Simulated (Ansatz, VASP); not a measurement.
H in VASP and in Ansatz

```
CELL_PARAMETERS angstrom
13.00000 0.00000 0.00000
0.00000 13.30000 0.00000
0.00000 0.00000 13.60000
ATOMIC_POSITIONS crystal
H 0.47149 0.50000 0.50000
H 0.52851 0.50000 0.50000
```

Alike in both runs: functional r2SCAN; k mesh 1 × 1 × 1; occupations gaussian, width 0.01 eV; no spin polarisation.

Ansatz relaxed the structure, and its values are those at the end. VASP's run is a single point on that final structure, the one shown.

|  | VASP | Ansatz |
| --- | --- | --- |
| version | VASP 6.6.1 | Ansatz 0.2.0 |
| potentials or method | VASP PAW PBE potentials, release 64 (H), cutoff 520 eV | scalar-relativistic, plane waves, PAW |
| valence electrons in the cell | 2 | 2 |

```csv
,VASP,Ansatz,Ansatz less VASP
gap on the k mesh at the Fermi level (eV),10.90,10.88,-0.016
```

VASP's potentials were made for PBE, not for r2SCAN. The functional is the same, so the differences come from potentials, cutoffs and numerics. Ansatz's warnings: stress scf threshold loose.
